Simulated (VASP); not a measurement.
# Y (P6_3/mmc) in VASP: a series of runs

Y is run at these levels: r2SCAN; tasks: single point, relaxation of cell and atoms.

Program: VASP 6.6.1. These are calculated values, not measurements. Logs are shortened: lines on timing, memory, paths and dates and some standing lists are left out, and cuts for length are marked.

## (1) The cell of the first run

The structure is hexagonal, space group P6_3/mmc (No. 194). The conventional cell has a = 3.556 Å, b = 3.556 Å, c = 5.510 Å, α = 90.00°, β = 90.00°, γ = 120.00°. Y (site symmetry -6m2) has 12 Y at 3.44 to 3.56 Å within 4.5 Å.

## (2) Single point, r2SCAN

POSCAR reads:

```
Y
1.0
    3.5559598616      0.0000000000      0.0000000000
   -1.7779799308      3.0795515750      0.0000000000
    0.0000000000      0.0000000000      5.5101427963
Y
2
Direct
    0.6666666667      0.3333333333      0.7500000000
    0.3333333333      0.6666666667      0.2500000000
```

INCAR.step1 reads:

```
PREC = Accurate ; ENCUT = 520
ISMEAR = -1 ; SIGMA = 0.05
LREAL = F ; LASPH = T
NELM = 100 ; NBANDS = 18
GGA = PE ; ALGO = Normal
EDIFF = 1E-4 ; LWAVE = T
LCHARG = F
```

INCAR.step2 reads:

```
PREC = Accurate ; ENCUT = 520
EDIFF = 1E-7 ; ISMEAR = -1
SIGMA = 0.05 ; LREAL = F
LASPH = T ; NELM = 100
ALGO = Normal ; ISIF = 2
LWAVE = F ; LCHARG = T
METAGGA = R2SCAN ; LMIXTAU = T
LELF = T ; LVHAR = T
NBANDS = 18 ; ISTART = 1
```

KPOINTS reads:

```
regular mesh
0
Gamma
  8 8 5
```

Potentials or basis: VASP PAW PBE potentials, release 64 (Y_sv).

On the command line:

```
$ cat potpaw_PBE.64/Y_sv/POTCAR > POTCAR
$ cp INCAR.step1 INCAR
$ mpirun -np 1 vasp_std > vasp.out
$ cp INCAR.step2 INCAR
$ mpirun -np 1 vasp_std > vasp.out
```

OUTCAR:

```text
PREC = Accurate
   ENCUT = 520
   EDIFF = 1E-7
   ISMEAR = -1
   LREAL = F
   LASPH = T
   NELM = 100
   ISIF = 2
   METAGGA = R2SCAN
   ISTART = 1

 ion  position               nearest neighbor table
   1  0.667  0.333  0.750-   2 3.44   2 3.44   2 3.44   2 3.44   2 3.44   2 3.44
   2  0.333  0.667  0.250-   1 3.44   1 3.44   1 3.44   1 3.44   1 3.44   1 3.44

  LATTYP: Found a hexagonal cell.
 ALAT       =     3.5559598616
 C/A-ratio  =     1.5495514603

  Lattice vectors:

 A1 = (   3.5559598616,   0.0000000000,   0.0000000000)
 A2 = (  -1.7779799308,   3.0795515750,   0.0000000000)
 A3 = (   0.0000000000,   0.0000000000,   5.5101427963)

Analysis of symmetry for initial positions (statically):
=====================================================================
 Subroutine PRICEL returns:
 Original cell was already a primitive cell.

 Routine SETGRP: Setting up the symmetry group for a
 hexagonal supercell.

 Subroutine GETGRP returns: Found 24 space group operations
 (whereof 12 operations were pure point group operations)
 out of a pool of 24 trial point group operations.

The static configuration has the point symmetry D_3d.
 The point group associated with its full space group is D_6h.

Analysis of symmetry for dynamics (positions and initial velocities):
=====================================================================
 Subroutine PRICEL returns:
 Original cell was already a primitive cell.

 Routine SETGRP: Setting up the symmetry group for a
 hexagonal supercell.

 Subroutine GETGRP returns: Found 24 space group operations
 (whereof 12 operations were pure point group operations)
 out of a pool of 24 trial point group operations.

The dynamic configuration has the point symmetry D_3d.
 The point group associated with its full space group is D_6h.

 Subroutine INISYM returns: Found 24 space group operations
 (whereof 12 operations are pure point group operations),
 and found     1 'primitive' translations

----------------------------------------------------------------------------------------

                                     Primitive cell

  volume of cell :      60.3403

  direct lattice vectors                    reciprocal lattice vectors
     3.555959862  0.000000000  0.000000000     0.281218022  0.162361301  0.000000000
    -1.777979931  3.079551575  0.000000000     0.000000000  0.324722602  0.000000000
     0.000000000  0.000000000  5.510142796     0.000000000  0.000000000  0.181483500

  length of vectors
     3.555959862  3.555959862  5.510142796     0.324722602  0.324722602  0.181483500

  position of ions in fractional coordinates (direct lattice)
     0.666666667  0.333333333  0.750000000
     0.333333333  0.666666667  0.250000000

  ion indices of the primitive-cell ions
   primitive index   ion index
                 1           1
                 2           2

----------------------------------------------------------------------------------------

 KPOINTS: regular mesh

Automatic generation of k-mesh.
 Grid dimensions read from file:
 generate k-points for:    8    8    5

 Generating k-lattice:

  Cartesian coordinates                     Fractional coordinates (reciprocal lattice)
     0.035152253  0.020295163  0.000000000     0.125000000  0.000000000  0.000000000
     0.000000000  0.040590325  0.000000000     0.000000000  0.125000000  0.000000000
     0.000000000  0.000000000  0.036296700     0.000000000  0.000000000  0.200000000

  Length of vectors
     0.040590325  0.040590325  0.036296700

  Shift w.r.t. Gamma in fractional coordinates (k-lattice)
     0.000000000  0.000000000  0.000000000

 Subroutine IBZKPT returns following result:
 ===========================================

 Found     30 irreducible k-points:

 Following reciprocal coordinates:
            Coordinates               Weight
  0.000000  0.000000  0.000000      1.000000
  0.125000  0.000000  0.000000      6.000000
  0.250000  0.000000  0.000000      6.000000
  0.375000  0.000000  0.000000      6.000000
  0.500000  0.000000  0.000000      3.000000
  0.125000  0.125000  0.000000      6.000000
[... 16 lines left out ...]
  0.250000  0.000000  0.400000     12.000000
  0.375000  0.000000  0.400000     12.000000
 [... further k-points ...]
   k-points           NKPTS =     30   k-points in BZ     NKDIM =     30   number of bands    NBANDS=     18
   number of dos      NEDOS =    301   number of ions     NIONS =      2
   total plane-waves  NPLWV =  32928
   dimension x,y,z NGX =    28 NGY =   28 NGZ =   42
   dimension x,y,z NGXF=    56 NGYF=   56 NGZF=   84
   ions per type =               2
   NGX,Y,Z   is equivalent  to a cutoff of  13.09, 13.09, 12.67 a.u.
   NGXF,Y,Z  is equivalent  to a cutoff of  26.18, 26.18, 25.34 a.u.
 SYSTEM =  unknown system
   PREC   = accura    normal or accurate (medium, high low for compatibility)
   ISTART =      1    job   : 0-new  1-cont  2-samecut
   ICHARG =      0    charge: 1-file 2-atom 10-const
[... 24 lines left out ...]
   IMIX   =      4    mixing-type and parameters
     AMIX     =   0.40;   BMIX     =  1.00
     AMIX_MAG =   1.60;   BMIX_MAG =  1.00
  volume/ion in A,a.u.               =      30.17       203.60
  Fermi-wavevector in a.u.,A,eV,Ry     =   1.169535  2.210101 18.610223  1.367813
  Thomas-Fermi vector in A             =   2.306007
   LORBIT       =      0    0 simple, 1 ext, 2 COOP (PROOUT), +10 PAW based schemes
   METAGGA = R2SCAN    functional components
   LHFCALC =     F    Hartree Fock is set to
   AEXX    =    0.0000 exact exchange contribution
   IVDW    =     0    specifies the selected vdW correction
   LEPSILON=     F    determine dielectric tensor
   LRPA    =     F    only Hartree local field effects (RPA)
 non-spin polarized calculation
  energy-cutoff  :      520.00
  volume of cell :       60.34
 maximum number of plane-waves:      1647
 NGX is ok and might be reduce to    28
   NGX = 13   NGY = 13   NGZ = 21

 number of electron      21.9999999 magnetization

 Free energy of the ion-electron system (eV)
  ---------------------------------------------------
  ext. energy  EPLUGINS =         0.00000000
  ---------------------------------------------------
  free energy    TOTEN  =       -40.44714102 eV

  energy without entropy =      -40.40895511  energy(sigma->0) =      -40.42804807

 E-fermi :   3.4471     XC(G=0): -10.4308

 val. band max:        3.4467192743   @ k =   0.3750   0.2500   0.4000
 cond. band min:       3.4799213075   @ k =   0.3750   0.0000   0.0000
 fundamental gap:      0.0332020333
 Fermi energy:         3.4470834998

 k-point     1 :       0.0000    0.0000    0.0000
  band No.  band energies     occupation
      1     -40.5028      2.00000
      2     -40.3831      2.00000
      3     -20.2812      2.00000
      4     -19.6061      2.00000
      5     -19.6061      2.00000
      6     -19.4814      2.00000
[... 10 lines left out ...]
     17       6.7194      0.00000
     18       6.7194      0.00000

 k-point     2 :       0.1250    0.0000    0.0000
  band No.  band energies     occupation
      1     -40.4911      2.00000
      2     -40.3795      2.00000
      3     -20.2430      2.00000
      4     -19.6806      2.00000
      5     -19.6317      2.00000
      6     -19.5590      2.00000
[... 10 lines left out ...]
     17       6.5051      0.00000
     18       6.5989      0.00000

 k-point     3 :       0.2500    0.0000    0.0000
  band No.  band energies     occupation
      1     -40.4612      2.00000
      2     -40.3721      2.00000
      3     -20.1399      2.00000
      4     -19.8619      2.00000
      5     -19.7358      2.00000
      6     -19.6894      2.00000
[... 10 lines left out ...]
     17       7.3078      0.00000
     18       7.5114      0.00000

 k-point     4 :       0.3750    0.0000    0.0000
  band No.  band energies     occupation
      1     -40.4272      2.00000
      2     -40.3688      2.00000
      3     -20.0436      2.00000
      4     -20.0073      2.00000
      5     -19.9002      2.00000
      6     -19.7435      2.00000
[... 375 lines left out ...]
      4     -19.7915      2.00000
      5     -19.6133      2.00000
      6     -19.5831      2.00000
[... 10 lines left out ...]
     17       8.0076      0.00000
     18       8.0909      0.00000

 k-point    23 :       0.2500    0.0000    0.4000
  band No.  band energies     occupation
      1     -40.4306      2.00000
      2     -40.4031      2.00000
      3     -20.0515      2.00000
      4     -19.9341      2.00000
      5     -19.6905      2.00000
      6     -19.6293      2.00000
[... 10 lines left out ...]
     17       8.0672      0.00000
     18       8.2082      0.00000

 k-point    24 :       0.3750    0.0000    0.4000
  band No.  band energies     occupation
      1     -40.4070      2.00000
      2     -40.3890      2.00000
      3     -20.1530      2.00000
      4     -20.0891      2.00000
      5     -19.7003      2.00000
      6     -19.6742      2.00000
[... 10 lines left out ...]
     17       8.7086      0.00000
     18       8.8276      0.00000

 [... further k-points ...]

------------------------ aborting loop because EDIFF is reached ----------------------------------------

  FORCE on cell =-STRESS in cart. coord.  units (eV):
  Direction    XX          YY          ZZ          XY          YZ          ZX
  --------------------------------------------------------------------------------------
  -------------------------------------------------------------------------------------
  Total        1.9111702      1.9111702      1.9035237      0.0000000      0.0000000      0.0000000
  in kB       50.7461116     50.7461116     50.5430769      0.0000000      0.0000000      0.0000000
  external PRESSURE =      50.6784334 kB  Pullay stress =       0.0000000 kB

 VOLUME and BASIS-vectors are now :
 -----------------------------------------------------------------------------
  energy-cutoff  :      520.00
  volume of cell :       60.34
      direct lattice vectors                 reciprocal lattice vectors
     3.555959862  0.000000000  0.000000000     0.281218022  0.162361301  0.000000000
    -1.777979931  3.079551575  0.000000000     0.000000000  0.324722602  0.000000000
     0.000000000  0.000000000  5.510142796     0.000000000  0.000000000  0.181483500

 POSITION                                       TOTAL-FORCE (eV/Angst)
 -----------------------------------------------------------------------------------
      1.77798      1.02652      4.13261        -0.000000     -0.000000      0.000000
     -0.00000      2.05303      1.37754         0.000000      0.000000      0.000000
 -----------------------------------------------------------------------------------
    total drift:                               -0.000000      0.000000     -0.000000

  FREE ENERGIE OF THE ION-ELECTRON SYSTEM (eV)
  ---------------------------------------------------
  free  energy   TOTEN  =       -40.4471410225 eV

  energy  without entropy=      -40.4089551081  energy(sigma->0) =      -40.42804807
```

Wall time 4.6 min (1 thread of Oxide Virtual Turin-like, shared host); peak memory 0.18 GiB.

What came out:

```yaml
Free_energy: -40.4471 eV
Pressure: 5.1 GPa
Band_gap_on_the_k_mesh: zero (bands 11 and 12 overlap by 1.63 eV)
```

Caveat: the cell stands under pressure; the PAW data sets were made with another functional, which shifts forces and pressure a little.

## (3) Single point, r2SCAN

This run uses another cell than the first one, of 32.04 Å³/atom.

POSCAR reads:

```
Y
1.0
    3.6272699005      0.0000000000      0.0000000000
   -1.8136349502      3.1413078802      0.0000000000
    0.0000000000      0.0000000000      5.6232583076
Y
2
Direct
    0.6666666667      0.3333333333      0.7500000000
    0.3333333333      0.6666666667      0.2500000000
```

INCAR.step1 reads:

```
SYSTEM = Y
PREC     = Accurate       ! precision mode
ENCUT    = 520            ! plane-wave cutoff, eV
ISMEAR   = -1             ! smearing method
SIGMA    = 0.05           ! smearing width, eV
LREAL    = .False.        ! projectors in reciprocal space
LASPH    = .True.         ! aspherical terms in the spheres
NELM     = 100            ! most SCF steps
NBANDS   = 18             ! bands
GGA      = PE             ! functional
ALGO     = Normal         ! electronic algorithm
EDIFF    = 1E-4           ! SCF threshold, eV
LWAVE    = .True.         ! write WAVECAR
LCHARG   = .False.        ! write CHGCAR
```

INCAR.step2 reads:

```
SYSTEM = Y
PREC     = Accurate       ! precision mode
ENCUT    = 520            ! plane-wave cutoff, eV
EDIFF    = 1E-6           ! SCF threshold, eV
ISMEAR   = -1             ! smearing method
SIGMA    = 0.05           ! smearing width, eV
LREAL    = .False.        ! projectors in reciprocal space
LASPH    = .True.         ! aspherical terms in the spheres
NELM     = 100            ! most SCF steps
ALGO     = Normal         ! electronic algorithm
ISIF     = 2              ! what is computed and relaxed
LWAVE    = .False.        ! write WAVECAR
LCHARG   = .False.        ! write CHGCAR
METAGGA  = R2SCAN         ! meta-GGA
LMIXTAU  = .True.       
NBANDS   = 18             ! bands
ISTART   = 1
```

KPOINTS reads:

```
regular mesh
0
Gamma
  8 8 5
  0 0 0
```

Potentials or basis: VASP PAW PBE potentials, release 64 (Y_sv).

On the command line:

```
$ cat potpaw_PBE.64/Y_sv/POTCAR > POTCAR
$ cp INCAR.step1 INCAR
$ mpirun -np 1 vasp_std > vasp.out
$ cp INCAR.step2 INCAR
$ mpirun -np 1 vasp_std > vasp.out
```

It took 4.9 min on 1 thread of Oxide Virtual Turin-like, shared host; peak memory 0.17 GiB.

Results (log left out):

| Property | Result |
| --- | --- |
| Free energy | -40.5292 eV |
| Pressure | 2.0 GPa |
| Band gap on the k mesh | zero (bands 11 and 12 overlap by 1.45 eV) |

Levels at points of the mesh, in eV from the Fermi level:
| k point | band 7 | band 8 | band 9 | band 10 | band 11 | band 12 | band 13 | band 14 | band 15 | band 16 |
| --- | --- | --- | --- | --- | --- | --- | --- | --- | --- | --- |
| (0.00, 0.00, 0.00) | -23.13 | -23.10 | -4.94 | -1.90 | 0.92 | 2.00 | 2.00 | 2.46 | 2.71 | 2.71 |
| (0.50, 0.00, 0.00) | -23.28 | -23.19 | -1.72 | -1.25 | -0.84 | -0.20 | 1.62 | 1.68 | 2.38 | 5.52 |

Caveat: the PAW data sets were made with another functional, which shifts forces and pressure a little.

## (4) Single point, r2SCAN

This run uses another cell than the first one, of 33.57 Å³/atom.

POSCAR reads:

```
Y
1.0
    3.6805339946      0.0000000000      0.0000000000
   -1.8402669973      3.1874359388      0.0000000000
    0.0000000000      0.0000000000      5.7225611987
Y
2
Direct
    0.6666666667      0.3333333333      0.7500000000
    0.3333333333      0.6666666667      0.2500000000
```

INCAR.step1 reads:

```
ALGO = Normal
EDIFF = 1E-4
ENCUT = 520
GGA = PE
ISMEAR = -1
LASPH = T
LCHARG = F
LREAL = F
LWAVE = T
NBANDS = 18
NELM = 60
PREC = Accurate
SIGMA = 0.05
```

INCAR.step2 reads:

```
ALGO = Normal
EDIFF = 1E-6
ENCUT = 520
ISIF = 2
ISMEAR = -1
ISTART = 1
LASPH = T
LCHARG = F
LMIXTAU = T
LREAL = F
LWAVE = F
METAGGA = R2SCAN
NBANDS = 18
NELM = 60
PREC = Accurate
SIGMA = 0.05
```

KPOINTS reads:

```
k-points
0
Gamma
  8 8 5
```

On the command line:

```
$ cat potpaw_PBE.64/Y_sv/POTCAR > POTCAR
$ cp INCAR.step1 INCAR
$ mpirun -np 1 vasp_std > vasp.out
$ cp INCAR.step2 INCAR
$ mpirun -np 1 vasp_std > vasp.out
```

It took 5.2 min on 1 thread of Oxide Virtual Turin-like, shared host; peak memory 0.19 GiB.

It converged, with:

```yaml
Free_energy: -40.5488 eV
Pressure: 0.0 GPa
Band_gap_on_the_k_mesh: zero (bands 11 and 12 overlap by 1.36 eV)
```

Levels at points of the mesh, in eV from the Fermi level:
| k point | band 8 | band 9 | band 10 | band 11 | band 12 | band 13 | band 14 | band 15 |
| --- | --- | --- | --- | --- | --- | --- | --- | --- |
| (0.00, 0.00, 0.00) | -23.26 | -4.88 | -1.84 | 0.74 | 1.96 | 1.96 | 2.37 | 2.62 |
| (0.50, 0.00, 0.00) | -23.34 | -1.71 | -1.17 | -0.78 | -0.27 | 1.52 | 1.66 | 2.27 |

Caveat: the PAW data sets were made with another functional, which shifts forces and pressure a little.

## (5) Relaxation of cell and atoms, r2SCAN

This run uses another cell than the first one, of 33.01 Å³/atom.

POSCAR reads:

```
Y
1.0
    3.6474000000      0.0000000000      0.0000000000
   -1.8237000000      3.1587410578      0.0000000000
    0.0000000000      0.0000000000      5.7306000000
Y
2
Direct
    0.6666666667      0.3333333333      0.7500000000
    0.3333333333      0.6666666667      0.2500000000
```

INCAR.step1 reads:

```
ALGO = Normal
EDIFF = 1E-4
ENCUT = 600
GGA = PE
ISMEAR = -1
LASPH = T
LCHARG = F
LREAL = F
LWAVE = T
NELM = 80
PREC = Accurate
SIGMA = 0.05
```

INCAR.step2 reads:

```
ALGO = Normal
EDIFF = 1E-6
EDIFFG = -0.01
ENCUT = 600
IBRION = 2
ISIF = 3
ISMEAR = -1
ISTART = 1
LASPH = T
LCHARG = F
LMIXTAU = T
LREAL = F
LWAVE = F
METAGGA = R2SCAN
NELM = 80
NSW = 60
PREC = Accurate
SIGMA = 0.05
```

KPOINTS is that of step 4.

On the command line:

```
$ cat potpaw_PBE.64/Y_sv/POTCAR > POTCAR
$ cp INCAR.step1 INCAR
$ mpirun -np 1 vasp_std > vasp.out
$ cp INCAR.step2 INCAR
$ mpirun -np 1 vasp_std > vasp.out
```

Wall time 14 min (1 thread of Oxide Virtual Turin-like, shared host); peak memory 0.21 GiB.

It converged, with:

| Quantity | Value |
| --- | --- |
| Free energy | -40.5495 eV |
| Relaxed volume | 33.60 Å³/atom |
| Relaxed cell | a = 3.682 Å, b = 3.682 Å, c = 5.723 Å, α = 90.00°, β = 90.00°, γ = 120.00° |
| Space group after relaxing (to 0.1 Å) | P6_3/mmc (No. 194) |
| Energy gained by relaxing | 1.9 meV/atom |
| Ionic steps | 5 |
| Pressure after relaxing | 0.0 GPa |
| Band gap on the k mesh | zero (bands 11 and 12 overlap by 1.36 eV) |

The path:
| step | energy change (eV) | largest force (eV/Å) | pressure (GPa) | volume (Å³) |
| --- | --- | --- | --- | --- |
| 1 | 0.0000 | 0.0000 | 0.75 | 66.02 |
| 2 | -0.0034 | 0.0000 | -0.18 | 67.51 |
| 3 | -0.0035 | 0.0000 | -0.05 | 67.31 |
| 4 | -0.0037 | 0.0000 | -0.02 | 67.25 |
| 5 | -0.0037 | 0.0000 | 0.00 | 67.20 |

Final structure:
```
CELL_PARAMETERS angstrom
3.68201 0.00000 0.00000
-1.84100 3.18871 0.00000
0.00000 0.00000 5.72339
ATOMIC_POSITIONS crystal
Y 0.66667 0.33333 0.75000
Y 0.33333 0.66667 0.25000
```

Levels at points of the mesh, in eV from the Fermi level:
```
           k point  band 9  band 10  band 11  band 12  band 13  band 14
(0.00, 0.00, 0.00)   -4.88    -1.83     0.74     1.96     1.96     2.37
(0.50, 0.00, 0.00)   -1.71    -1.17    -0.78    -0.27     1.52     1.66
```

Caveat: the PAW data sets were made with another functional, which shifts forces and pressure a little. Zero-point motion and thermal expansion aren't in these numbers.

## (6) The runs side by side

```tsv
task	cell	cutoff (eV)	gap on the mesh (eV)	pressure (GPa)
single point	a = 3.556, b = 3.556, c = 5.510 Å, angles 90.0, 90.0, 120.0°, 2 atoms	520	none	5.1
single point	a = 3.627, b = 3.627, c = 5.623 Å, angles 90.0, 90.0, 120.0°, 2 atoms	520	none	2.0
single point	a = 3.681, b = 3.681, c = 5.723 Å, angles 90.0, 90.0, 120.0°, 2 atoms	520	none	0.0
relaxation of cell and atoms	relaxed from a = 3.647, b = 3.647, c = 5.731 Å, angles 90.0, 90.0, 120.0°, 2 atoms	600	none	0.0
```

Alike in all rows: level r2SCAN; potentials or basis VASP PAW PBE potentials, release 64 (Y_sv); no spin polarisation; k mesh 8 × 8 × 5; smearing fermi-dirac 0.05 eV.

Caveats: the PAW data sets were made with another functional, which shifts forces and pressure a little; the cell stands under pressure (at least some runs).

Absolute energies hang on the potentials; compare differences alone.

The gap in the log of VASP goes by the Fermi energy; the results here count the filled bands.